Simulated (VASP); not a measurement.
A run of VASP 6.6.1 is set up as follows.

INCAR

```
PREC     = Accurate       # precision mode
ENCUT    = 600            # plane-wave cutoff, eV
EDIFF    = 1E-6           # SCF threshold, eV
ISMEAR   = 0              # smearing method
SIGMA    = 0.01           # smearing width, eV
LREAL    = F              # projectors in reciprocal space
LASPH    = T              # aspherical terms in the spheres
NELM     = 120            # most SCF steps
ALGO     = Normal         # electronic algorithm
ISIF     = 2              # what is computed and relaxed
LWAVE    = F              # write WAVECAR
LCHARG   = T              # write CHGCAR
GGA      = PE             # functional
LELF     = T              # ELF
LVHAR    = T            
NBANDS   = 16             # bands
GGA_COMPAT= F
```

Contents of KPOINTS:

```
regular mesh
0
Gamma
  2 2 2
```

File POSCAR:

```
GaN
1.0
    0.0000000000      2.2300000000      2.2300000000
    2.2300000000      0.0000000000      2.2300000000
    2.2300000000      2.2300000000      0.0000000000
Ga N
1 1
Direct
    0.0000000000      0.0000000000      0.0000000000
    0.2493504700      0.1876362300      0.2747834400
```

Potentials or basis: VASP PAW PBE potentials, release 64 (Ga_d, N).

Launch:

```console
$ cat potpaw_PBE.64/Ga_d/POTCAR potpaw_PBE.64/N/POTCAR > POTCAR
$ mpirun -np 1 vasp_std > vasp.out
```

(1) Predict the largest force.

(2) What does it give for the pressure?

(3) Estimate the band gap on the k mesh.

## Answers

(1) 1.868 eV/Å.

(2) 17.9 GPa.

(3) 1.42 eV, direct.

Caveat: the k points lie up to 1.22 Å⁻¹ apart; forces of over 1 eV/Å act on the atoms, so gaps and moduli don't describe the material at rest.
